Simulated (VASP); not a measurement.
# Mo (Fmmm) in VASP: further runs

Mo is run at these levels: PBE; tasks: single point.

Program: VASP 6.6.1. These are calculated values, not measurements. Logs are shortened: lines on timing, memory, paths and dates and some standing lists are left out, and cuts for length are marked.

## (1) The cell of the first run

The structure is orthorhombic, space group Fmmm (No. 69). The conventional cell has a = 3.142 Å, b = 4.366 Å, c = 4.521 Å, α = 90.00°, β = 90.00°, γ = 90.00°. Within 3.5 Å of Mo (site symmetry mmm) lie 14 Mo at 2.69 to 3.14 Å.

## (2) Single point, PBE (strain +0.0350 x Voigt [0, 0, 0, 0, 1, 0])

Input file INCAR:

```
PREC = Accurate
ENCUT = 520
EDIFF = 1E-6
ISMEAR = 0
SIGMA = 0.15
LREAL = False
LASPH = True
NELM = 100
ALGO = Fast
ISIF = 2
LWAVE = False
LCHARG = False
GGA = PE
NBANDS = 13
```

Input file KPOINTS:

```
regular mesh
0
Gamma
  22 22 22
```

Input file POSCAR:

```
Mo
1.0
   -1.5435075000      1.5710000000      1.5435075000
    1.5984925000     -1.5710000000      1.5984925000
    1.5435075000      1.5710000000     -1.5435075000
Mo
1
Direct
    0.0000000000      0.0000000000      0.0000000000
```

Potentials or basis: VASP PAW PBE potentials, release 64 (Mo_sv).

Started as:

```bash
> cat potpaw_PBE.64/Mo_sv/POTCAR > POTCAR
> mpirun -np 1 vasp_std > vasp.out
```

OUTCAR:

```text
PREC = Accurate
   ENCUT = 520
   EDIFF = 1E-6
   ISMEAR = 0
   LREAL = False
   LASPH = True
   NELM = 100
   ISIF = 2
   GGA = PE

 ion  position               nearest neighbor table
   1  0.000  0.000  0.000-

  LATTYP: Found a face centered orthorhombic cell.
 ALAT       =     3.1420000000
 B/A-ratio  =     1.3894648250
 C/A-ratio  =     1.4389622997

  Lattice vectors:

 A1 = (  -0.0549850000,   0.0000000000,  -3.1420000000)
 A2 = (  -1.5984925000,   1.5710000000,  -1.5984925000)
 A3 = (   1.5435075000,   1.5710000000,  -1.5435075000)

Analysis of symmetry for initial positions (statically):
=====================================================================
 Subroutine PRICEL returns:
 Original cell was already a primitive cell.

 Routine SETGRP: Setting up the symmetry group for a
 face centered orthorhombic supercell.

 Subroutine GETGRP returns: Found  8 space group operations
 (whereof  8 operations were pure point group operations)
 out of a pool of  8 trial point group operations.

The static configuration has the point symmetry D_2h.

Analysis of symmetry for dynamics (positions and initial velocities):
=====================================================================
 Subroutine PRICEL returns:
 Original cell was already a primitive cell.

 Routine SETGRP: Setting up the symmetry group for a
 face centered orthorhombic supercell.

 Subroutine GETGRP returns: Found  8 space group operations
 (whereof  8 operations were pure point group operations)
 out of a pool of  8 trial point group operations.

The dynamic configuration has the point symmetry D_2h.

 Subroutine INISYM returns: Found  8 space group operations
 (whereof  8 operations are pure point group operations),
 and found     1 'primitive' translations

----------------------------------------------------------------------------------------

                                     Primitive cell

  volume of cell :      15.5044

  direct lattice vectors                    reciprocal lattice vectors
    -1.543507500  1.571000000  1.543507500    -0.005571407  0.318268619  0.318366118
     1.598492500 -1.571000000  1.598492500     0.312794711  0.000000000  0.312794711
     1.543507500  1.571000000 -1.543507500     0.318366118  0.318268619 -0.005571407

  length of vectors
     2.689399897  2.752888945  2.689399897     0.450203220  0.442358523  0.450203220

  position of ions in fractional coordinates (direct lattice)
     0.000000000  0.000000000  0.000000000

  ion indices of the primitive-cell ions
   primitive index   ion index
                 1           1

----------------------------------------------------------------------------------------

 KPOINTS: regular mesh

Automatic generation of k-mesh.
 Grid dimensions read from file:
 generate k-points for:   22   22   22

 Generating k-lattice:

  Cartesian coordinates                     Fractional coordinates (reciprocal lattice)
    -0.000253246  0.014466755  0.014471187     0.045454545 -0.000000000  0.000000000
     0.014217941  0.000000000  0.014217941     0.000000000  0.045454545  0.000000000
     0.014471187  0.014466755 -0.000253246     0.000000000 -0.000000000  0.045454545

  Length of vectors
     0.020463783  0.020107206  0.020463783

  Shift w.r.t. Gamma in fractional coordinates (k-lattice)
     0.000000000  0.000000000  0.000000000

 Subroutine IBZKPT returns following result:
 ===========================================

 Found   1530 irreducible k-points:

 Following reciprocal coordinates:
            Coordinates               Weight
  0.000000  0.000000  0.000000      1.000000
  0.045455  0.000000 -0.000000      8.000000
  0.090909  0.000000 -0.000000      8.000000
  0.136364  0.000000 -0.000000      8.000000
  0.181818 -0.000000 -0.000000      8.000000
  0.227273  0.000000 -0.000000      8.000000
[... 16 lines left out ...]
  0.454545  0.045455 -0.000000      8.000000
  0.500000  0.045455 -0.000000      8.000000
 [... further k-points ...]
   k-points           NKPTS =   1530   k-points in BZ     NKDIM =   1530   number of bands    NBANDS=     13
   number of dos      NEDOS =    301   number of ions     NIONS =      1
   total plane-waves  NPLWV =   8000
   dimension x,y,z NGX =    20 NGY =   20 NGZ =   20
   dimension x,y,z NGXF=    40 NGYF=   40 NGZF=   40
   ions per type =               1
   NGX,Y,Z   is equivalent  to a cutoff of  12.36, 12.08, 12.36 a.u.
   NGXF,Y,Z  is equivalent  to a cutoff of  24.73, 24.16, 24.73 a.u.
 SYSTEM =  unknown system
   PREC   = accura    normal or accurate (medium, high low for compatibility)
   ISTART =      0    job   : 0-new  1-cont  2-samecut
   ICHARG =      2    charge: 1-file 2-atom 10-const
   ISPIN  =      1    spin polarized calculation?
   LNONCOLLINEAR =      F non collinear calculations
   LSORBIT =      F    spin-orbit coupling
   LASPH  =      T    aspherical Exc in radial PAW
   ENCUT  =  520.0 eV  38.22 Ry    6.18 a.u.   5.00  5.12  5.00*2*pi/ulx,y,z
   NELM   =    100;   NELMIN=  2; NELMDL= -5     # of ELM steps
   EDIFF  = 0.1E-05   stopping-criterion for ELM
   LREAL  =      F    real-space projection
   EDIFFG = 0.1E-04   stopping-criterion for IOM
   NSW    =      0    number of steps for IOM
   IBRION =     -1    ionic relax: 0-MD 1-quasi-New 2-CG
   NFREE  =      0    steps in history (QN), initial steepest desc. (CG)
   ISIF   =      2    stress and relaxation
   ISYM   =      2    0-nonsym 1-usesym 2-fastsym
   POTIM  = 0.5000    time-step for ionic-motion
   TEBEG  =    0.0;   TEEND  =   0.0 temperature during run
   PSTRESS=    0.0 pullay stress
   NELECT =      14.0000    total number of electrons
   NUPDOWN=      -1.0000    fix difference up-down
   EMIN   =  10.00;   EMAX   =-10.00  energy-range for DOS
   EFERMI =   0.00;   METHOD = LEGACY
   ISMEAR =     0;   SIGMA  =   0.15  broadening in eV -4-tet -1-fermi 0-gaus
   EFERMI_NEDOS =   21; number of points for ismear=-14 and -15
   IALGO  =     68    algorithm
   IMIX   =      4    mixing-type and parameters
     AMIX     =   0.40;   BMIX     =  1.00
     AMIX_MAG =   1.60;   BMIX_MAG =  1.00
  volume/ion in A,a.u.               =      15.50       104.63
  Fermi-wavevector in a.u.,A,eV,Ry     =   1.582337  2.990183 34.066139  2.503791
  Thomas-Fermi vector in A             =   2.682276
   LORBIT       =      0    0 simple, 1 ext, 2 COOP (PROOUT), +10 PAW based schemes
   GGA     = PE    functional components
   LHFCALC =     F    Hartree Fock is set to
   AEXX    =    0.0000 exact exchange contribution
   IVDW    =     0    specifies the selected vdW correction
   LEPSILON=     F    determine dielectric tensor
   LRPA    =     F    only Hartree local field effects (RPA)
 non-spin polarized calculation
 RMM-DIIS sequential band-by-band and
 Gauss-broadening in eV      SIGMA  =   0.15
  energy-cutoff  :      520.00
  volume of cell :       15.50
 maximum number of plane-waves:       432
   NGX =  9   NGY = 11   NGZ =  9

 number of electron      14.0000001 magnetization

 Free energy of the ion-electron system (eV)
  ---------------------------------------------------
  ext. energy  EPLUGINS =         0.00000000
  ---------------------------------------------------
  free energy    TOTEN  =       -10.92621007 eV

  energy without entropy =      -10.91899611  energy(sigma->0) =      -10.92260309

 E-fermi :  12.7241     XC(G=0): -13.4357

 val. band max:       12.7221041266   @ k =  -0.4091  -0.0000   0.0455
 cond. band min:      12.7249686529   @ k =   0.4545   0.0000   0.4091
 fundamental gap:      0.0028645262
 Fermi energy:        12.7241445608

 k-point     1 :       0.0000    0.0000    0.0000
  band No.  band energies     occupation
      1     -48.5573      2.00000
      2     -21.8523      2.00000
      3     -21.7995      2.00000
      4     -21.7534      2.00000
      5       5.4647      2.00000
      6      11.0596      2.00000
      7      11.3134      2.00000
      8      11.6308      2.00000
      9      14.4086      0.00000
     10      14.4433      0.00000
     11      27.2664      0.00000
     12      27.5777      0.00000
     13      27.8832      0.00000

 k-point     2 :       0.0455    0.0000   -0.0000
  band No.  band energies     occupation
      1     -48.5518      2.00000
      2     -21.8659      2.00000
      3     -21.8160      2.00000
      4     -21.7645      2.00000
      5       5.5578      2.00000
      6      11.0623      2.00000
      7      11.3308      2.00000
      8      11.6374      2.00000
      9      14.3341      0.00000
     10      14.4365      0.00000
     11      27.4045      0.00000
     12      27.7128      0.00000
     13      28.0279      0.00000

 k-point     3 :       0.0909    0.0000   -0.0000
  band No.  band energies     occupation
      1     -48.5359      2.00000
      2     -21.9324      2.00000
      3     -21.8542      2.00000
      4     -21.7794      2.00000
      5       5.8281      2.00000
      6      11.0053      2.00000
      7      11.3379      2.00000
      8      11.7637      2.00000
      9      14.1375      0.00000
     10      14.4373      0.00000
     11      27.7053      0.00000
     12      28.1345      0.00000
     13      28.4578      0.00000
[... 305 lines left out ...]
 k-point    23 :       0.4545    0.0455   -0.0000
  band No.  band energies     occupation
      1     -48.2825      2.00000
      2     -23.2288      2.00000
      3     -22.2707      2.00000
      4     -21.8164      2.00000
      5       7.4258      2.00000
      6       9.3027      2.00000
      7      13.9158      0.00000
      8      14.4465      0.00000
      9      15.3127      0.00000
     10      17.6096      0.00000
     11      24.4824      0.00000
     12      24.8545      0.00000
     13      30.1744      0.00000

 k-point    24 :       0.5000    0.0455   -0.0000
  band No.  band energies     occupation
      1     -48.2819      2.00000
      2     -23.2337      2.00000
      3     -22.2687      2.00000
      4     -21.8159      2.00000
      5       7.4260      2.00000
      6       9.3020      2.00000
      7      13.9000      0.00000
      8      14.4458      0.00000
      9      15.3059      0.00000
     10      17.6455      0.00000
     11      24.4967      0.00000
     12      24.8475      0.00000
     13      30.1681      0.00000

 [... further k-points ...]

------------------------ aborting loop because EDIFF is reached ----------------------------------------

  FORCE on cell =-STRESS in cart. coord.  units (eV):
  Direction    XX          YY          ZZ          XY          YZ          ZX
  --------------------------------------------------------------------------------------
  -------------------------------------------------------------------------------------
  Total        0.5426018      0.5578882      0.5426018      0.0000000     -0.0000000     -0.3628164
  in kB       56.0707363     57.6503838     56.0707363      0.0000000     -0.0000000    -37.4922931
  external PRESSURE =      56.5972855 kB  Pullay stress =       0.0000000 kB

 VOLUME and BASIS-vectors are now :
 -----------------------------------------------------------------------------
  energy-cutoff  :      520.00
  volume of cell :       15.50
      direct lattice vectors                 reciprocal lattice vectors
    -1.543507500  1.571000000  1.543507500    -0.005571407  0.318268619  0.318366118
     1.598492500 -1.571000000  1.598492500     0.312794711  0.000000000  0.312794711
     1.543507500  1.571000000 -1.543507500     0.318366118  0.318268619 -0.005571407

 POSITION                                       TOTAL-FORCE (eV/Angst)
 -----------------------------------------------------------------------------------
      0.00000      0.00000      0.00000         0.000000     -0.000000      0.000000
 -----------------------------------------------------------------------------------
    total drift:                                0.000000     -0.000000      0.000000

  FREE ENERGIE OF THE ION-ELECTRON SYSTEM (eV)
  ---------------------------------------------------
  free  energy   TOTEN  =       -10.9262100655 eV

  energy  without entropy=      -10.9189961100  energy(sigma->0) =      -10.92260309
```

It took 3 min on 1 thread of Intel Xeon 8259CL, shared host; peak memory 0.38 GiB.

What came out:

```
Free energy            : -10.9262 eV
Pressure               : 5.7 GPa
Band gap on the k mesh : zero (bands 7 and 8 overlap by 5.03 eV)
```

Stress tensor (GPa, compression positive):
```
 5.61  0.00 -3.75
 0.00  5.77  0.00
-3.75  0.00  5.61
```

Levels at points of the mesh, in eV from the Fermi level:
```
           k point  band 3  band 4  band 5  band 6  band 7  band 8  band 9  band 10  band 11  band 12
(0.00, 0.00, 0.00)  -34.52  -34.48   -7.26   -1.66   -1.41   -1.09    1.68     1.72    14.54    14.85
(0.50, 0.00, 0.00)  -34.99  -34.53   -5.37   -3.45    1.66    1.72    2.34     4.79    11.79    11.97
(0.00, 0.50, 0.00)  -34.92  -34.50   -5.35   -3.54    1.37    1.89    2.58     4.62    11.36    12.25
(0.50, 0.00, 0.50)  -35.05  -34.57   -5.40   -3.35    1.55    1.96    2.10     5.01    11.73    12.20
(0.50, 0.50, 0.50)  -35.52  -35.44   -5.51   -5.49    3.71    4.02    4.35     8.92     9.13     9.37
```

Caveat: the cell differs from its parent crystal (strain +0.0350 x Voigt [0, 0, 0, 0, 1, 0]); the cell stands under pressure.

## (3) Single point, PBE (strain +0.0250 x Voigt [0, 0, 0, 0, 1, 0])

Input file INCAR:

```
SYSTEM = Mo
ALGO     = Fast           ! electronic algorithm
EDIFF    = 1E-7           ! SCF threshold, eV
ENCUT    = 520            ! plane-wave cutoff, eV
GGA      = PE             ! functional
ISIF     = 2              ! what is computed and relaxed
ISMEAR   = 0              ! smearing method
LASPH    = .True.         ! aspherical terms in the spheres
LCHARG   = .True.         ! write CHGCAR
LELF     = .True.         ! ELF
LREAL    = .False.        ! projectors in reciprocal space
LVHAR    = .True.       
LWAVE    = .False.        ! write WAVECAR
NBANDS   = 13             ! bands
NELM     = 100            ! most SCF steps
PREC     = Accurate       ! precision mode
SIGMA    = 0.15           ! smearing width, eV
```

Input file KPOINTS:

```
k-points
0
Gamma
  22 22 22
  0 0 0
```

Input file POSCAR:

```
Mo
1.0
   -1.5513625000      1.5710000000      1.5513625000
    1.5906375000     -1.5710000000      1.5906375000
    1.5513625000      1.5710000000     -1.5513625000
Mo
1
Direct
    0.0000000000      0.0000000000      0.0000000000
```

Potentials or basis: VASP PAW PBE potentials, release 64 (Mo_sv).

Started as:

```bash
> cat potpaw_PBE.64/Mo_sv/POTCAR > POTCAR
> mpirun -np 1 vasp_std > vasp.out
```

It took 3.7 min on 1 thread of Intel Xeon 8259CL, shared host; peak memory 0.38 GiB.

The run converged. Its results:

* Free energy: -10.9294 eV
* Pressure: 5.5 GPa
* Band gap on the k mesh: zero (bands 7 and 8 overlap by 5.03 eV)

Stress tensor (GPa, compression positive):
```
 5.47  0.00 -2.65
 0.00  5.54  0.00
-2.65  0.00  5.47
```

Levels at points of the mesh, in eV from the Fermi level:
| k point | band 4 | band 5 | band 6 | band 7 | band 8 | band 9 | band 10 | band 11 |
| --- | --- | --- | --- | --- | --- | --- | --- | --- |
| (0.00, 0.00, 0.00) | -34.49 | -7.26 | -1.58 | -1.39 | -1.17 | 1.69 | 1.70 | 14.63 |
| (0.50, 0.00, 0.00) | -34.53 | -5.37 | -3.44 | 1.66 | 1.72 | 2.35 | 4.80 | 11.78 |
| (0.00, 0.50, 0.00) | -34.51 | -5.35 | -3.51 | 1.46 | 1.84 | 2.52 | 4.67 | 11.48 |
| (0.50, 0.00, 0.50) | -34.56 | -5.39 | -3.37 | 1.60 | 1.87 | 2.18 | 4.95 | 11.80 |
| (0.50, 0.50, 0.50) | -35.45 | -5.50 | -5.49 | 3.81 | 4.03 | 4.26 | 8.98 | 9.13 |

Caveat: the cell differs from its parent crystal (strain +0.0250 x Voigt [0, 0, 0, 0, 1, 0]); the cell stands under pressure.
